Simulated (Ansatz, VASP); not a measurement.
## ZnS in VASP and in Ansatz

```
CELL_PARAMETERS angstrom
0.00000 2.65880 2.65880
2.65880 0.00000 2.65880
2.65880 2.65880 0.00000
ATOMIC_POSITIONS crystal
Zn 0.00000 0.00000 0.00000
S 0.75000 0.75000 0.75000
```

Change from the starting cell: volume scaled by 0.95, crystal datasets.

Alike in both runs: task electric field gradients; functional PBE; k mesh 8 × 8 × 8; occupations fermi-dirac, width 0.01 eV; no spin polarisation.

|  | VASP | Ansatz |
| --- | --- | --- |
| version | VASP 6.6.1 | Ansatz 0.2.0 |
| potentials or method | VASP PAW PBE potentials, release 64 (Zn, S), cutoff 400 eV | all-electron PAW with datasets made for the crystal, scalar-relativistic |

|  | VASP | Ansatz | Ansatz less VASP |
| --- | --- | --- | --- |
| gap on the k mesh at the Fermi level (eV) | 2.33 | 2.32 | -0.003 |
| pressure (GPa) | 5.6 | 5.7 | +0.06 |

Ansatz ran all-electron here, and VASP with PAW potentials.
